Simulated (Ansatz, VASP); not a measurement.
Two plane-wave programs on Ti

```
Ti
1.0
    -1.57536    1.57536    1.77228
     1.57536   -1.57536    1.77228
     1.57536    1.57536   -1.77228
Ti
1
Direct
  0.00000 0.00000 0.00000
```

Change from the starting cell: strain -0.040 along x and y, +0.080 along z, atoms carried along.

Alike in both runs: task single point; functional PBEsol; k mesh 20 × 20 × 20; occupations gaussian, width 0.15 eV; no spin polarisation.

```csv
,VASP,Ansatz
version,VASP 6.6.1,Ansatz 0.2.0
potentials or method,"VASP PAW PBE potentials, release 64 (Ti_sv), cutoff 520 eV","scalar-relativistic, plane waves, PAW"
valence electrons in the cell,12,12
```

|  | VASP | Ansatz | Ansatz less VASP |
| --- | --- | --- | --- |
| gap on the k mesh at the Fermi level (eV) | none | none | - |
| pressure (GPa) | -6.1 | -5.9 | +0.20 |
| traceless stress, the component that is largest in VASP (GPa) | 1.59 | 1.60 | +0.004 |

VASP's potentials were made for PBE, not for PBEsol. A gap of «none» marks a metal or a gap that the smearing closes.
